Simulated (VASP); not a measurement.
# Nb (Im-3m) in VASP: single point with r2SCAN

Aim: the single point of Nb with r2SCAN.

All numbers are computed with VASP 6.6.1; they aren't measurements. Logs are shortened: lines on timing, memory, paths and dates and some standing lists are left out, and cuts for length are marked.

## 1. The cell of the first run

It takes space group Im-3m (No. 229, cubic). The conventional cell has a = 3.328 Å, b = 3.328 Å, c = 3.328 Å, α = 90.00°, β = 90.00°, γ = 90.00°. Within 3.8 Å of Nb (site symmetry m-3m) lie 14 Nb at 2.88 to 3.33 Å.

## 2. Single point, r2SCAN

POSCAR reads:

```
Nb
1.0
   -1.6639500000      1.6639500000      1.6639500000
    1.6639500000     -1.6639500000      1.6639500000
    1.6639500000      1.6639500000     -1.6639500000
Nb
1
Direct
    0.0000000000      0.0000000000      0.0000000000
```

INCAR.step1 reads:

```
ALGO = Normal
EDIFF = 1E-5
ENCUT = 550
GGA = PE
GGA_COMPAT = F
ISMEAR = 0
LASPH = T
LCHARG = F
LREAL = F
LWAVE = T
NBANDS = 12
NELM = 120
PREC = Accurate
SIGMA = 0.05
```

INCAR.step2 reads:

```
ALGO = Normal
EDIFF = 1E-6
ENCUT = 550
GGA_COMPAT = F
ISIF = 2
ISMEAR = 0
ISTART = 1
LASPH = T
LCHARG = T
LELF = T
LMIXTAU = T
LREAL = F
LVHAR = T
LWAVE = F
METAGGA = R2SCAN
NBANDS = 12
NELM = 120
PREC = Accurate
SIGMA = 0.05
```

KPOINTS reads:

```
k-points
0
Gamma
  10 10 10
```

Potentials or basis: VASP PAW PBE potentials, release 64 (Nb_sv).

The run is started by

```bash
cat potpaw_PBE.64/Nb_sv/POTCAR > POTCAR
cp INCAR.step1 INCAR
mpirun -np 1 vasp_std > vasp.out
cp INCAR.step2 INCAR
mpirun -np 1 vasp_std > vasp.out
```

OUTCAR:

```text
EDIFF = 1E-6
   ENCUT = 550
   ISIF = 2
   ISMEAR = 0
   ISTART = 1
   LASPH = T
   LREAL = F
   METAGGA = R2SCAN
   NELM = 120
   PREC = Accurate

 ion  position               nearest neighbor table
   1  0.000  0.000  0.000-

  LATTYP: Found a body centered cubic cell.
 ALAT       =     3.3279000000

  Lattice vectors:

 A1 = (  -1.6639500000,   1.6639500000,   1.6639500000)
 A2 = (   1.6639500000,  -1.6639500000,   1.6639500000)
 A3 = (   1.6639500000,   1.6639500000,  -1.6639500000)

Analysis of symmetry for initial positions (statically):
=====================================================================
 Subroutine PRICEL returns:
 Original cell was already a primitive cell.

 Routine SETGRP: Setting up the symmetry group for a
 body centered cubic supercell.

 Subroutine GETGRP returns: Found 48 space group operations
 (whereof 48 operations were pure point group operations)
 out of a pool of 48 trial point group operations.

The static configuration has the point symmetry O_h .

Analysis of symmetry for dynamics (positions and initial velocities):
=====================================================================
 Subroutine PRICEL returns:
 Original cell was already a primitive cell.

 Routine SETGRP: Setting up the symmetry group for a
 body centered cubic supercell.

 Subroutine GETGRP returns: Found 48 space group operations
 (whereof 48 operations were pure point group operations)
 out of a pool of 48 trial point group operations.

The dynamic configuration has the point symmetry O_h .

 Subroutine INISYM returns: Found 48 space group operations
 (whereof 48 operations are pure point group operations),
 and found     1 'primitive' translations

----------------------------------------------------------------------------------------

                                     Primitive cell

  volume of cell :      18.4281

  direct lattice vectors                    reciprocal lattice vectors
    -1.663950000  1.663950000  1.663950000     0.000000000  0.300489798  0.300489798
     1.663950000 -1.663950000  1.663950000     0.300489798  0.000000000  0.300489798
     1.663950000  1.663950000 -1.663950000     0.300489798  0.300489798  0.000000000

  length of vectors
     2.882045941  2.882045941  2.882045941     0.424956748  0.424956748  0.424956748

  position of ions in fractional coordinates (direct lattice)
     0.000000000  0.000000000  0.000000000

  ion indices of the primitive-cell ions
   primitive index   ion index
                 1           1

----------------------------------------------------------------------------------------

 KPOINTS: k-points

Automatic generation of k-mesh.
 Grid dimensions read from file:
 generate k-points for:   10   10   10

 Generating k-lattice:

  Cartesian coordinates                     Fractional coordinates (reciprocal lattice)
     0.000000000  0.030048980  0.030048980     0.100000000  0.000000000  0.000000000
     0.030048980  0.000000000  0.030048980     0.000000000  0.100000000  0.000000000
     0.030048980  0.030048980  0.000000000     0.000000000  0.000000000  0.100000000

  Length of vectors
     0.042495675  0.042495675  0.042495675

  Shift w.r.t. Gamma in fractional coordinates (k-lattice)
     0.000000000  0.000000000  0.000000000

 Subroutine IBZKPT returns following result:
 ===========================================

 Found     47 irreducible k-points:

 Following reciprocal coordinates:
            Coordinates               Weight
  0.000000  0.000000  0.000000      1.000000
  0.100000  0.000000  0.000000     12.000000
  0.200000  0.000000  0.000000     12.000000
  0.300000  0.000000  0.000000     12.000000
  0.400000  0.000000  0.000000     12.000000
  0.500000  0.000000  0.000000      6.000000
[... 16 lines left out ...]
  0.300000  0.300000  0.100000      8.000000
 -0.300000  0.300000  0.100000     24.000000
 [... further k-points ...]
   k-points           NKPTS =     47   k-points in BZ     NKDIM =     47   number of bands    NBANDS=     12
   number of dos      NEDOS =    301   number of ions     NIONS =      1
   total plane-waves  NPLWV =  13824
   dimension x,y,z NGX =    24 NGY =   24 NGZ =   24
   dimension x,y,z NGXF=    48 NGYF=   48 NGZF=   48
   ions per type =               1
   NGX,Y,Z   is equivalent  to a cutoff of  13.84, 13.84, 13.84 a.u.
   NGXF,Y,Z  is equivalent  to a cutoff of  27.69, 27.69, 27.69 a.u.
 SYSTEM =  unknown system
   PREC   = accura    normal or accurate (medium, high low for compatibility)
   ISTART =      1    job   : 0-new  1-cont  2-samecut
   ICHARG =      0    charge: 1-file 2-atom 10-const
   ISPIN  =      1    spin polarized calculation?
   LNONCOLLINEAR =      F non collinear calculations
   LSORBIT =      F    spin-orbit coupling
   LASPH  =      T    aspherical Exc in radial PAW
   ENCUT  =  550.0 eV  40.42 Ry    6.36 a.u.   5.51  5.51  5.51*2*pi/ulx,y,z
   NELM   =    120;   NELMIN=  2; NELMDL=  0     # of ELM steps
   EDIFF  = 0.1E-05   stopping-criterion for ELM
   LREAL  =      F    real-space projection
   EDIFFG = 0.1E-04   stopping-criterion for IOM
   NSW    =      0    number of steps for IOM
   IBRION =     -1    ionic relax: 0-MD 1-quasi-New 2-CG
   NFREE  =      0    steps in history (QN), initial steepest desc. (CG)
   ISIF   =      2    stress and relaxation
   ISYM   =      2    0-nonsym 1-usesym 2-fastsym
   POTIM  = 0.5000    time-step for ionic-motion
   TEBEG  =    0.0;   TEEND  =   0.0 temperature during run
   PSTRESS=    0.0 pullay stress
   NELECT =      13.0000    total number of electrons
   NUPDOWN=      -1.0000    fix difference up-down
   EMIN   =  10.00;   EMAX   =-10.00  energy-range for DOS
   EFERMI =   0.00;   METHOD = LEGACY
   ISMEAR =     0;   SIGMA  =   0.05  broadening in eV -4-tet -1-fermi 0-gaus
   EFERMI_NEDOS =   21; number of points for ismear=-14 and -15
   IALGO  =     38    algorithm
   IMIX   =      4    mixing-type and parameters
     AMIX     =   0.40;   BMIX     =  1.00
     AMIX_MAG =   1.60;   BMIX_MAG =  1.00
  volume/ion in A,a.u.               =      18.43       124.36
  Fermi-wavevector in a.u.,A,eV,Ry     =   1.457345  2.753983 28.896790  2.123854
  Thomas-Fermi vector in A             =   2.574157
   LORBIT       =      0    0 simple, 1 ext, 2 COOP (PROOUT), +10 PAW based schemes
   METAGGA = R2SCAN    functional components
   LHFCALC =     F    Hartree Fock is set to
   AEXX    =    0.0000 exact exchange contribution
   IVDW    =     0    specifies the selected vdW correction
   LEPSILON=     F    determine dielectric tensor
   LRPA    =     F    only Hartree local field effects (RPA)
 non-spin polarized calculation
 Gauss-broadening in eV      SIGMA  =   0.05
  energy-cutoff  :      550.00
  volume of cell :       18.43
 maximum number of plane-waves:       563
 NGX is ok and might be reduce to    24
   NGX = 11   NGY = 11   NGZ = 11

 number of electron      12.9999999 magnetization

 Free energy of the ion-electron system (eV)
  ---------------------------------------------------
  ext. energy  EPLUGINS =         0.00000000
  ---------------------------------------------------
  free energy    TOTEN  =       -24.81454636 eV

  energy without entropy =      -24.81266729  energy(sigma->0) =      -24.81360683

 E-fermi :  10.8627     XC(G=0): -13.4917

 val. band max:       10.8551058890   @ k =   0.2000   0.0000   0.0000
 cond. band min:      10.8747127553   @ k =   0.3000   0.0000   0.0000
 fundamental gap:      0.0196068663
 Fermi energy:        10.8626970991

 k-point     1 :       0.0000    0.0000    0.0000
  band No.  band energies     occupation
      1     -45.3476      2.00000
      2     -19.9376      2.00000
      3     -19.9376      2.00000
      4     -19.9376      2.00000
      5       4.5738      2.00000
      6      11.2751      0.00000
      7      11.2751      0.00000
      8      11.2751      0.00000
      9      14.3330      0.00000
     10      14.3330      0.00000
     11      25.6347      0.00000
     12      25.6347      0.00000

 k-point     2 :       0.1000    0.0000    0.0000
  band No.  band energies     occupation
      1     -45.3246      2.00000
      2     -20.0760      2.00000
      3     -19.9794      2.00000
      4     -19.9387      2.00000
      5       4.9882      2.00000
      6      11.0219      0.00001
      7      11.1947      0.00000
      8      11.6722      0.00000
      9      13.9855      0.00000
     10      14.3348      0.00000
     11      25.9443      0.00000
     12      26.3605      0.00000

 k-point     3 :       0.2000    0.0000    0.0000
  band No.  band energies     occupation
      1     -45.2638      2.00000
      2     -20.4279      2.00000
      3     -20.0874      2.00000
      4     -19.9416      2.00000
      5       6.0385      2.00000
      6      10.4281      2.00000
      7      10.8551      1.17001
      8      12.8127      0.00000
      9      13.6931      0.00000
     10      14.3963      0.00000
     11      26.1507      0.00000
     12      27.5468      0.00000

 k-point     4 :       0.3000    0.0000    0.0000
  band No.  band energies     occupation
      1     -45.1878      2.00000
      2     -20.8442      2.00000
      3     -20.2180      2.00000
      4     -19.9455      2.00000
      5       6.9891      2.00000
      6       9.7961      2.00000
      7      10.8747      0.73397
      8      13.9543      0.00000
      9      14.5220      0.00000
     10      14.5969      0.00000
     11      24.9824      0.00000
     12      26.3023      0.00000

 k-point     5 :       0.4000    0.0000    0.0000
  band No.  band energies     occupation
      1     -45.1255      2.00000
      2     -21.1679      2.00000
      3     -20.3216      2.00000
      4     -19.9487      2.00000
      5       7.1077      2.00000
      6       9.3447      2.00000
      7      12.0471      0.00000
      8      14.3022      0.00000
      9      14.8890      0.00000
     10      16.3678      0.00000
     11      23.5137      0.00000
     12      24.1722      0.00000
[... 228 lines left out ...]
      1     -45.0907      2.00000
      2     -21.0154      2.00000
      3     -20.5476      2.00000
      4     -20.1902      2.00000
      5       8.5628      2.00000
      6       9.3009      2.00000
      7      10.6497      2.00000
      8      14.7322      0.00000
      9      15.1044      0.00000
     10      20.0656      0.00000
     11      21.8864      0.00000
     12      23.9461      0.00000

 k-point    22 :      -0.2000    0.2000    0.1000
  band No.  band energies     occupation
      1     -45.2431      2.00000
      2     -20.4305      2.00000
      3     -20.1320      2.00000
      4     -20.0460      2.00000
      5       6.4002      2.00000
      6      10.7766      1.98517
      7      10.9315      0.05180
      8      12.5815      0.00000
      9      12.6728      0.00000
     10      15.0373      0.00000
     11      26.9532      0.00000
     12      27.6993      0.00000

 k-point    23 :       0.3000    0.3000    0.1000
  band No.  band energies     occupation
      1     -45.0814      2.00000
      2     -20.8010      2.00000
      3     -20.8010      2.00000
      4     -20.2312      2.00000
      5       8.7275      2.00000
      6       9.9973      2.00000
      7       9.9973      2.00000
      8      14.9900      0.00000
      9      14.9900      0.00000
     10      21.0828      0.00000
     11      22.1281      0.00000
     12      22.1281      0.00000

 k-point    24 :      -0.3000    0.3000    0.1000
  band No.  band energies     occupation
      1     -45.1693      2.00000
      2     -20.8248      2.00000
      3     -20.2650      2.00000
      4     -20.0450      2.00000
      5       7.3452      2.00000
      6      10.1879      2.00000
      7      10.5444      2.00000
      8      13.0484      0.00000
      9      14.3891      0.00000
     10      15.2697      0.00000
     11      25.1967      0.00000
     12      26.9287      0.00000

 [... further k-points ...]

------------------------ aborting loop because EDIFF is reached ----------------------------------------

  FORCE on cell =-STRESS in cart. coord.  units (eV):
  Direction    XX          YY          ZZ          XY          YZ          ZX
  --------------------------------------------------------------------------------------
  -------------------------------------------------------------------------------------
  Total       -0.4301495     -0.4301495     -0.4301495      0.0000000      0.0000000     -0.0000000
  in kB      -37.3980742    -37.3980742    -37.3980742      0.0000000      0.0000000     -0.0000000
  external PRESSURE =     -37.3980742 kB  Pullay stress =       0.0000000 kB

 VOLUME and BASIS-vectors are now :
 -----------------------------------------------------------------------------
  energy-cutoff  :      550.00
  volume of cell :       18.43
      direct lattice vectors                 reciprocal lattice vectors
    -1.663950000  1.663950000  1.663950000     0.000000000  0.300489798  0.300489798
     1.663950000 -1.663950000  1.663950000     0.300489798  0.000000000  0.300489798
     1.663950000  1.663950000 -1.663950000     0.300489798  0.300489798  0.000000000

 POSITION                                       TOTAL-FORCE (eV/Angst)
 -----------------------------------------------------------------------------------
      0.00000      0.00000      0.00000        -0.000000      0.000000     -0.000000
 -----------------------------------------------------------------------------------
    total drift:                                0.000000      0.000000      0.000000

  FREE ENERGIE OF THE ION-ELECTRON SYSTEM (eV)
  ---------------------------------------------------
  free  energy   TOTEN  =       -24.8145463642 eV

  energy  without entropy=      -24.8126672948  energy(sigma->0) =      -24.81360683
```

Wall time 26 s (1 thread of Intel Xeon Platinum 8488C (Sapphire Rapids), shared host); peak memory 0.15 GiB.

Results:

- Free energy: -24.8145 eV
- Pressure: -3.7 GPa
- Band gap on the k mesh: zero (an odd number of electrons rules out a gap without spin polarisation)

Caveat: the cell stands under tension; the PAW data sets were made with another functional, which shifts forces and pressure a little.
